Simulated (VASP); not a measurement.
Input of a VASP 6.6.1 run:

The input INCAR:

```
SYSTEM = CdH2O2
PREC = Accurate ; ENCUT = 600
EDIFF = 1E-6 ; ISMEAR = 0
SIGMA = 0.01 ; LREAL = .False.
LASPH = .True. ; NELM = 120
ALGO = Normal ; ISIF = 2
LWAVE = .False. ; LCHARG = .False.
GGA = PS ; NBANDS = 25
GGA_COMPAT = .False.
```

File KPOINTS:

```
Automatic mesh
0
Gamma
  6 6 4
  0 0 0
```

File POSCAR:

```
CdH2O2
1.0
    3.4437603952      0.0000000000      0.0000000000
   -1.7218801976      2.9823839878      0.0000000000
    0.0000000000      0.0000000000      4.5481980155
Cd H O
1 2 2
Direct
    0.0000000000      0.0000000000      0.0000000000
    0.6666666667      0.3333333333      0.5509607200
    0.3333333333      0.6666666667      0.4490392800
    0.6666666667      0.3333333333      0.7593720000
    0.3333333333      0.6666666667      0.2406280000
```

Potentials or basis: VASP PAW PBE potentials, release 64 (Cd_sv_GW, H, O).

Run with:

```bash
$ cat potpaw_PBE.64/Cd_sv_GW/POTCAR potpaw_PBE.64/H/POTCAR potpaw_PBE.64/O/POTCAR > POTCAR
$ mpirun -np 1 vasp_std > vasp.out
```

Q: Predict the largest force.

A: 1.676 eV/Å.

Q: Predict the band gap on the k mesh.

A: 1.78 eV, indirect (least direct gap 2.13 eV).

Forces on the atoms (eV/Å):
```
Cd   0.000  0.000  0.000
H    0.000  0.000 -1.676
H    0.000  0.000  1.676
O    0.000  0.000  1.396
O    0.000  0.000 -1.396
```

Caveat: the PAW data sets were made with another functional, which shifts forces and pressure a little. PBEsol gaps usually lie below the measured ones, often by a third to a half.
